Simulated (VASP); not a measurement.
# Sb (P4/mmm) in VASP: a series of runs

Runs on Sb. Level: PBEsol. Tasks: single point.

Program: VASP 6.6.1. These are calculated values, not measurements. Logs are shortened: lines on timing, memory, paths and dates and some standing lists are left out, and cuts for length are marked.

### Step 1. The cell of the first run

The structure is tetragonal, space group P4/mmm (No. 123). The conventional cell has a = 2.907 Å, b = 2.907 Å, c = 3.160 Å, α = 90.00°, β = 90.00°, γ = 90.00°. Sb (site symmetry 4/mmm) has 6 Sb at 2.91 to 3.16 Å within 3.8 Å.

### Step 2. Single point, PBEsol (strain -0.080 along x and y, +0.000 along z)

The input, INCAR:

```
SYSTEM = Sb
PREC     = Accurate       ! precision mode
ENCUT    = 520            ! plane-wave cutoff, eV
EDIFF    = 1E-7           ! SCF threshold, eV
ISMEAR   = 0              ! smearing method
SIGMA    = 0.15           ! smearing width, eV
LREAL    = .FALSE.        ! projectors in reciprocal space
LASPH    = .TRUE.         ! aspherical terms in the spheres
NELM     = 80             ! most SCF steps
ALGO     = Normal         ! electronic algorithm
ISIF     = 2              ! what is computed and relaxed
LWAVE    = .FALSE.        ! write WAVECAR
LCHARG   = .FALSE.        ! write CHGCAR
GGA      = PS             ! functional
NBANDS   = 8              ! bands
```

The input, KPOINTS:

```
Automatic mesh
0
G
  16 16 16
  0 0 0
```

The input, POSCAR:

```
Sb
1.0
    2.9072000000      0.0000000000      0.0000000000
    0.0000000000      2.9072000000      0.0000000000
    0.0000000000      0.0000000000      3.1600000000
Sb
1
Direct
    0.0000000000      0.0000000000      0.0000000000
```

Potentials or basis: VASP PAW PBE potentials, release 64 (Sb).

The run is started by

```console
cat potpaw_PBE.64/Sb/POTCAR > POTCAR
mpirun -np 1 vasp_std > vasp.out
```

OUTCAR:

```text
SYSTEM = Sb
   PREC = Accurate
   ENCUT = 520
   EDIFF = 1E-7
   ISMEAR = 0
   LREAL = .FALSE.
   LASPH = .TRUE.
   NELM = 80
   ISIF = 2
   GGA = PS

 ion  position               nearest neighbor table
   1  0.000  0.000  0.000-

  LATTYP: Found a simple tetragonal cell.
 ALAT       =     2.9072000000
 C/A-ratio  =     1.0869565217

  Lattice vectors:

 A1 = (   2.9072000000,   0.0000000000,   0.0000000000)
 A2 = (   0.0000000000,   2.9072000000,   0.0000000000)
 A3 = (   0.0000000000,   0.0000000000,   3.1600000000)

Analysis of symmetry for initial positions (statically):
=====================================================================
 Subroutine PRICEL returns:
 Original cell was already a primitive cell.

 Routine SETGRP: Setting up the symmetry group for a
 simple tetragonal supercell.

 Subroutine GETGRP returns: Found 16 space group operations
 (whereof 16 operations were pure point group operations)
 out of a pool of 16 trial point group operations.

The static configuration has the point symmetry D_4h.

Analysis of symmetry for dynamics (positions and initial velocities):
=====================================================================
 Subroutine PRICEL returns:
 Original cell was already a primitive cell.

 Routine SETGRP: Setting up the symmetry group for a
 simple tetragonal supercell.

 Subroutine GETGRP returns: Found 16 space group operations
 (whereof 16 operations were pure point group operations)
 out of a pool of 16 trial point group operations.

The dynamic configuration has the point symmetry D_4h.

 Subroutine INISYM returns: Found 16 space group operations
 (whereof 16 operations are pure point group operations),
 and found     1 'primitive' translations

----------------------------------------------------------------------------------------

                                     Primitive cell

  volume of cell :      26.7077

  direct lattice vectors                    reciprocal lattice vectors
     2.907200000  0.000000000  0.000000000     0.343973583  0.000000000  0.000000000
     0.000000000  2.907200000  0.000000000     0.000000000  0.343973583  0.000000000
     0.000000000  0.000000000  3.160000000     0.000000000  0.000000000  0.316455696

  length of vectors
     2.907200000  2.907200000  3.160000000     0.343973583  0.343973583  0.316455696

  position of ions in fractional coordinates (direct lattice)
     0.000000000  0.000000000  0.000000000

  ion indices of the primitive-cell ions
   primitive index   ion index
                 1           1

----------------------------------------------------------------------------------------

 KPOINTS: Automatic mesh

Automatic generation of k-mesh.
 Grid dimensions read from file:
 generate k-points for:   16   16   16

 Generating k-lattice:

  Cartesian coordinates                     Fractional coordinates (reciprocal lattice)
     0.021498349  0.000000000  0.000000000     0.062500000  0.000000000  0.000000000
     0.000000000  0.021498349  0.000000000     0.000000000  0.062500000  0.000000000
     0.000000000  0.000000000  0.019778481     0.000000000  0.000000000  0.062500000

  Length of vectors
     0.021498349  0.021498349  0.019778481

  Shift w.r.t. Gamma in fractional coordinates (k-lattice)
     0.000000000  0.000000000  0.000000000

 Subroutine IBZKPT returns following result:
 ===========================================

 Found    405 irreducible k-points:

 Following reciprocal coordinates:
            Coordinates               Weight
  0.000000  0.000000  0.000000      1.000000
  0.062500  0.000000  0.000000      4.000000
  0.125000  0.000000  0.000000      4.000000
  0.187500  0.000000  0.000000      4.000000
  0.250000  0.000000  0.000000      4.000000
  0.312500  0.000000  0.000000      4.000000
[... 16 lines left out ...]
  0.437500  0.125000  0.000000      8.000000
  0.500000  0.125000  0.000000      4.000000
 [... further k-points ...]
   k-points           NKPTS =    405   k-points in BZ     NKDIM =    405   number of bands    NBANDS=      8
   number of dos      NEDOS =    301   number of ions     NIONS =      1
   total plane-waves  NPLWV =  13824
   dimension x,y,z NGX =    24 NGY =   24 NGZ =   24
   dimension x,y,z NGXF=    48 NGYF=   48 NGZF=   48
   ions per type =               1
   NGX,Y,Z   is equivalent  to a cutoff of  13.72, 13.72, 12.63 a.u.
   NGXF,Y,Z  is equivalent  to a cutoff of  27.45, 27.45, 25.25 a.u.
 SYSTEM =  Sb
   PREC   = accura    normal or accurate (medium, high low for compatibility)
   ISTART =      0    job   : 0-new  1-cont  2-samecut
   ICHARG =      2    charge: 1-file 2-atom 10-const
   ISPIN  =      1    spin polarized calculation?
   LNONCOLLINEAR =      F non collinear calculations
   LSORBIT =      F    spin-orbit coupling
   LASPH  =      T    aspherical Exc in radial PAW
   ENCUT  =  520.0 eV  38.22 Ry    6.18 a.u.   5.41  5.41  5.88*2*pi/ulx,y,z
   NELM   =     80;   NELMIN=  2; NELMDL= -5     # of ELM steps
   EDIFF  = 0.1E-06   stopping-criterion for ELM
   LREAL  =      F    real-space projection
   EDIFFG = 0.1E-05   stopping-criterion for IOM
   NSW    =      0    number of steps for IOM
   IBRION =     -1    ionic relax: 0-MD 1-quasi-New 2-CG
   NFREE  =      0    steps in history (QN), initial steepest desc. (CG)
   ISIF   =      2    stress and relaxation
   ISYM   =      2    0-nonsym 1-usesym 2-fastsym
   POTIM  = 0.5000    time-step for ionic-motion
   TEBEG  =    0.0;   TEEND  =   0.0 temperature during run
   PSTRESS=    0.0 pullay stress
   NELECT =       5.0000    total number of electrons
   NUPDOWN=      -1.0000    fix difference up-down
   EMIN   =  10.00;   EMAX   =-10.00  energy-range for DOS
   EFERMI =   0.00;   METHOD = LEGACY
   ISMEAR =     0;   SIGMA  =   0.15  broadening in eV -4-tet -1-fermi 0-gaus
   EFERMI_NEDOS =   21; number of points for ismear=-14 and -15
   IALGO  =     38    algorithm
   IMIX   =      4    mixing-type and parameters
     AMIX     =   0.40;   BMIX     =  1.00
     AMIX_MAG =   1.60;   BMIX_MAG =  1.00
  volume/ion in A,a.u.               =      26.71       180.23
  Fermi-wavevector in a.u.,A,eV,Ry     =   0.936525  1.769775 11.933376  0.877078
  Thomas-Fermi vector in A             =   2.063543
   LORBIT       =      0    0 simple, 1 ext, 2 COOP (PROOUT), +10 PAW based schemes
   GGA     = PS    functional components
   LHFCALC =     F    Hartree Fock is set to
   AEXX    =    0.0000 exact exchange contribution
   IVDW    =     0    specifies the selected vdW correction
   LEPSILON=     F    determine dielectric tensor
   LRPA    =     F    only Hartree local field effects (RPA)
 non-spin polarized calculation
 Gauss-broadening in eV      SIGMA  =   0.15
  energy-cutoff  :      520.00
  volume of cell :       26.71
 maximum number of plane-waves:       739
 NGX is ok and might be reduce to    24
   NGX = 11   NGY = 11   NGZ = 11

 number of electron       5.0000000 magnetization

 Free energy of the ion-electron system (eV)
  ---------------------------------------------------
  ext. energy  EPLUGINS =         0.00000000
  ---------------------------------------------------
  free energy    TOTEN  =        -4.43534989 eV

  energy without entropy =       -4.42898304  energy(sigma->0) =       -4.43216646

 E-fermi :   8.4476     XC(G=0): -10.2176

 val. band max:        8.4423833999   @ k =   0.1875   0.0000   0.1250
 cond. band min:       8.4505319559   @ k =   0.2500   0.0625   0.4375
 fundamental gap:      0.0081485560
 Fermi energy:         8.4475690375

 k-point     1 :       0.0000    0.0000    0.0000
  band No.  band energies     occupation
      1      -4.9156      2.00000
      2      10.3471      0.00000
      3      12.8453      0.00000
      4      12.8453      0.00000
      5      14.4357      0.00000
      6      16.1372      0.00000
      7      17.8709      0.00000
      8      26.4832      0.00000

 k-point     2 :       0.0625    0.0000    0.0000
  band No.  band energies     occupation
      1      -4.8466      2.00000
      2      10.4181      0.00000
      3      11.8824      0.00000
      4      12.9187      0.00000
      5      14.5169      0.00000
      6      16.6035      0.00000
      7      18.4486      0.00000
      8      25.6513      0.00000

 k-point     3 :       0.1250    0.0000    0.0000
  band No.  band energies     occupation
      1      -4.6400      2.00000
      2      10.1344      0.00000
      3      10.6280      0.00000
      4      13.1355      0.00000
      5      14.6913      0.00000
      6      17.0224      0.00000
      7      20.0779      0.00000
      8      24.4281      0.00000

 k-point     4 :       0.1875    0.0000    0.0000
  band No.  band energies     occupation
      1      -4.2980      2.00000
      2       8.3005      1.83432
      3      10.9660      0.00000
      4      13.4847      0.00000
      5      14.9648      0.00000
      6      17.3377      0.00000
      7      22.0478      0.00000
      8      23.1636      0.00000

 k-point     5 :       0.2500    0.0000    0.0000
  band No.  band energies     occupation
      1      -3.8261      2.00000
      2       6.5381      2.00000
      3      11.4115      0.00000
      4      13.9455      0.00000
      5      15.3440      0.00000
      6      17.6922      0.00000
      7      21.9295      0.00000
      8      22.9105      0.00000
[... 177 lines left out ...]
 k-point    22 :       0.3750    0.1250    0.0000
  band No.  band energies     occupation
      1      -2.2969      2.00000
      2       3.7573      2.00000
      3      12.3510      0.00000
      4      12.7431      0.00000
      5      16.6830      0.00000
      6      18.2823      0.00000
      7      20.0064      0.00000
      8      20.3158      0.00000

 k-point    23 :       0.4375    0.1250    0.0000
  band No.  band energies     occupation
      1      -1.6640      2.00000
      2       2.6662      2.00000
      3      12.8598      0.00000
      4      13.1674      0.00000
      5      17.0536      0.00000
      6      17.8123      0.00000
      7      19.3084      0.00000
      8      19.3977      0.00000

 k-point    24 :       0.5000    0.1250    0.0000
  band No.  band energies     occupation
      1      -1.3620      2.00000
      2       2.2105      2.00000
      3      13.0814      0.00000
      4      13.3371      0.00000
      5      16.9178      0.00000
      6      18.2304      0.00000
      7      18.7008      0.00000
      8      19.0472      0.00000

 [... further k-points ...]
[... 5 lines left out ...]
  --------------------------------------------------------------------------------------
  -------------------------------------------------------------------------------------
  Total        1.8943286      1.8943286     -0.3979462      0.0000000      0.0000000      0.0000000
  in kB      113.6394148    113.6394148    -23.8725053      0.0000000      0.0000000      0.0000000
  external PRESSURE =      67.8021081 kB  Pullay stress =       0.0000000 kB

 VOLUME and BASIS-vectors are now :
 -----------------------------------------------------------------------------
  energy-cutoff  :      520.00
  volume of cell :       26.71
      direct lattice vectors                 reciprocal lattice vectors
     2.907200000  0.000000000  0.000000000     0.343973583  0.000000000  0.000000000
     0.000000000  2.907200000  0.000000000     0.000000000  0.343973583  0.000000000
     0.000000000  0.000000000  3.160000000     0.000000000  0.000000000  0.316455696

 POSITION                                       TOTAL-FORCE (eV/Angst)
 -----------------------------------------------------------------------------------
      0.00000      0.00000      0.00000         0.000000      0.000000      0.000000
 -----------------------------------------------------------------------------------
    total drift:                               -0.000000      0.000000      0.000000

  FREE ENERGIE OF THE ION-ELECTRON SYSTEM (eV)
  ---------------------------------------------------
  free  energy   TOTEN  =        -4.4353498912 eV

  energy  without entropy=       -4.4289830364  energy(sigma->0) =       -4.43216646
```

Wall time 17 s (1 thread of Intel Xeon 6975P-C (Granite Rapids), shared host); peak memory 0.2 GiB.

Results:

- Free energy: -4.4353 eV
- Pressure: 6.8 GPa

Stress tensor (GPa, compression positive):
```
11.36  0.00  0.00
 0.00 11.36  0.00
 0.00  0.00 -2.39
```

Caveat: the cell differs from its parent crystal (strain -0.080 along x and y, +0.000 along z); the PAW data sets were made with another functional, which shifts forces and pressure a little; spin-orbit coupling is left out, which moves the levels of the heavy elements.

### Step 3. Single point, PBEsol (strain -0.080 along x and y, +0.040 along z)

INCAR, as its differences from that of step 2:

```diff
@@ -3,3 +3,3 @@
 ENCUT    = 520            ! plane-wave cutoff, eV
-EDIFF    = 1E-7           ! SCF threshold, eV
+EDIFF    = 1E-6           ! SCF threshold, eV
 ISMEAR   = 0              ! smearing method
@@ -8,3 +8,3 @@
 LASPH    = .TRUE.         ! aspherical terms in the spheres
-NELM     = 80             ! most SCF steps
+NELM     = 100            ! most SCF steps
 ALGO     = Normal         ! electronic algorithm
```

KPOINTS is that of step 2.

POSCAR, as its differences from that of step 2:

```diff
@@ -4,3 +4,3 @@
     0.0000000000      2.9072000000      0.0000000000
-    0.0000000000      0.0000000000      3.1600000000
+    0.0000000000      0.0000000000      3.2864000000
 Sb
```

Potentials or basis: VASP PAW PBE potentials, release 64 (Sb).

The run is started by

```console
cat potpaw_PBE.64/Sb/POTCAR > POTCAR
mpirun -np 1 vasp_std > vasp.out
```

OUTCAR:

```text
SYSTEM = Sb
   PREC = Accurate
   ENCUT = 520
   EDIFF = 1E-6
   ISMEAR = 0
   LREAL = .FALSE.
   LASPH = .TRUE.
   NELM = 100
   ISIF = 2
   GGA = PS

 ion  position               nearest neighbor table
   1  0.000  0.000  0.000-

  LATTYP: Found a simple tetragonal cell.
 ALAT       =     2.9072000000
 C/A-ratio  =     1.1304347826

  Lattice vectors:

 A1 = (   2.9072000000,   0.0000000000,   0.0000000000)
 A2 = (   0.0000000000,   2.9072000000,   0.0000000000)
 A3 = (   0.0000000000,   0.0000000000,   3.2864000000)

Analysis of symmetry for initial positions (statically):
[... 436 lines left out ...]
      3      12.0680      0.00000
      4      12.8011      0.00000
      5      16.4923      0.00000
      6      17.1849      0.00000
      7      17.7386      0.00000
      8      17.8189      0.00000

 [... further k-points ...]
[... 5 lines left out ...]
  --------------------------------------------------------------------------------------
  -------------------------------------------------------------------------------------
  Total        1.6482897      1.6482897     -0.9730293      0.0000000      0.0000000     -0.0000000
  in kB       95.0766525     95.0766525    -56.1262786      0.0000000      0.0000000     -0.0000000
  external PRESSURE =      44.6756755 kB  Pullay stress =       0.0000000 kB

 VOLUME and BASIS-vectors are now :
 -----------------------------------------------------------------------------
  energy-cutoff  :      520.00
  volume of cell :       27.78
      direct lattice vectors                 reciprocal lattice vectors
     2.907200000  0.000000000  0.000000000     0.343973583  0.000000000  0.000000000
     0.000000000  2.907200000  0.000000000     0.000000000  0.343973583  0.000000000
     0.000000000  0.000000000  3.286400000     0.000000000  0.000000000  0.304284323

 POSITION                                       TOTAL-FORCE (eV/Angst)
 -----------------------------------------------------------------------------------
      0.00000      0.00000      0.00000         0.000000      0.000000      0.000000
 -----------------------------------------------------------------------------------
    total drift:                               -0.000000      0.000000      0.000000

  FREE ENERGIE OF THE ION-ELECTRON SYSTEM (eV)
  ---------------------------------------------------
  free  energy   TOTEN  =        -4.4085865475 eV

  energy  without entropy=       -4.4028700371  energy(sigma->0) =       -4.40572829
```

Run time: 17 s. Hardware: 1 thread of Intel Xeon 6975P-C (Granite Rapids), shared host; peak memory 0.2 GiB.

What came out:

| Quantity | Value |
| --- | --- |
| Free energy | -4.4086 eV |
| Pressure | 4.5 GPa |

Stress tensor (GPa, compression positive):
```
 9.51  0.00  0.00
 0.00  9.51  0.00
 0.00  0.00 -5.61
```

Caveat: the cell differs from its parent crystal (strain -0.080 along x and y, +0.040 along z); the PAW data sets were made with another functional, which shifts forces and pressure a little; spin-orbit coupling is left out, which moves the levels of the heavy elements.
